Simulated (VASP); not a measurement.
Runs of VASP 6.6.1 on VO2. The structure is that of space group P4_2/mnm (No. 136), or close to it. The cells are those of the table. 

| task | cell | gap on the mesh (eV) | pressure (GPa) | moment (μB) | largest force (eV/Å) |
| --- | --- | --- | --- | --- | --- |
| relaxation of shape and atoms at fixed volume | relaxed from a = 4.335, b = 2.943 Å, 6 atoms | 1.01 | 31.6 | 2.00 | - |
| single point | a = 4.330, b = 2.949 Å, 6 atoms | 1.01 | 31.6 | 2.00 | 0.07 |
| single point | a = 4.578, b = 3.074 Å, 6 atoms | 0.84 | (a) | 2.00 | 0.05 |
| relaxation of cell and atoms | relaxed from a = 4.482, b = 3.025 Å, 6 atoms | 0.95 | 0.1 | 2.00 | - |

Alike in all rows: level PBE+U; potentials or basis VASP PAW PBE potentials, release 64 (V_sv, O); spin collinear, ferromagnetic start; V d U = 3.25 eV; k mesh 6 × 10 × 6; cutoff (eV) 600; smearing gaussian 0.02 eV.

Q: Fill in the values left out.

A: (a) -9.2.

Caveats: the cell stands under pressure (at least some runs); the cell stands under tension (at least some runs).

A k mesh can miss the band edges.
